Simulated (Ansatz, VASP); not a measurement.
**Two plane-wave programs on CuO**

```
CELL_PARAMETERS angstrom
3.17550 0.00000 0.00000
0.00000 3.17550 0.00000
0.00000 0.00000 4.64953
ATOMIC_POSITIONS crystal
Cu 0.00000 0.00000 0.00000
Cu 0.50000 0.50000 0.00000
O 0.50000 0.00000 0.26700
O 0.00000 0.50000 0.73300
```

Alike in both runs: functional RPBE; k mesh 5 × 5 × 4; occupations fermi-dirac, width 0.05 eV; no spin polarisation.

|  | VASP | Ansatz |
| --- | --- | --- |
| version | VASP 6.6.1 | Ansatz 0.2.0 |
| potentials or method | VASP PAW PBE potentials, release 64 (Cu_sv_GW, O) | Ansatz PAW |
| plane-wave cutoff (eV) | 700 | 420 |
| valence electrons in the cell | 50 | 50 |
| task | single point | band structure |

```csv
,VASP,Ansatz,Ansatz less VASP
gap on the k mesh at the Fermi level (eV),none,none,-
pressure (GPa),19.1,21.5,+2.39
"traceless stress, the component that is largest in VASP (GPa)",-25.66,-25.58,+0.083
rms of the force components (eV/Å),0.264,0.275,+0.0103
```

VASP's potentials were made for PBE, not for RPBE. Atom by atom the forces differ by 0.010 eV/Å (rms over components). A gap of «none» marks a metal or a gap that the smearing closes. The functional is the same, so the differences come from potentials, cutoffs and numerics.

The k mesh is coarse, so the values compare programs but aren't converged.
